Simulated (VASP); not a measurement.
Input of a VASP 6.6.1 run:

File INCAR:

```
PREC = Accurate ; ENCUT = 520
EDIFF = 1E-8 ; ISMEAR = -1
SIGMA = 0.03 ; LREAL = F
LASPH = T ; NELM = 100
ALGO = Normal ; ISIF = 2
LWAVE = F ; LCHARG = F
GGA = PS ; LEFG = T
NBANDS = 20
```

The input KPOINTS:

```
Automatic mesh
0
Gamma
  14 14 11
```

The input POSCAR:

```
Ga
1.0
    1.3737178411     -3.9994756958      0.0000000000
    1.3737178411      3.9994756958      0.0000000000
   -0.1166617212      0.0000000000      3.3075808031
Ga
2
Direct
    0.8690000000      0.1310000000      0.2500000000
    0.1310000000      0.8690000000      0.7500000000
```

Potentials or basis: VASP PAW PBE potentials, release 64 (Ga_d).

Command:

```sh
$ cat potpaw_PBE.64/Ga_d/POTCAR > POTCAR
$ mpirun -np 1 vasp_std > vasp.out
```

Task: Predict the pressure.

Result: -0.7 GPa.

Task: Predict the largest force.

Result: 0.192 eV/Å.

Task: Estimate the band gap on the k mesh.

Result: Zero (band 13 reaches 9.73 eV, above the bottom of band 14 at 1.61 eV).

Electric field gradients, principal values (V/Å²):
```
atom   least   middle  greatest (by size)
1 Ga  -6.965  -18.398              25.363
2 Ga  -6.965  -18.398              25.363
```

Caveat: without QUAD_EFG the Cq values of the log hold for a quadrupole moment of 1 mb, not for the nuclei; the PAW data sets were made with another functional, which shifts forces and pressure a little.
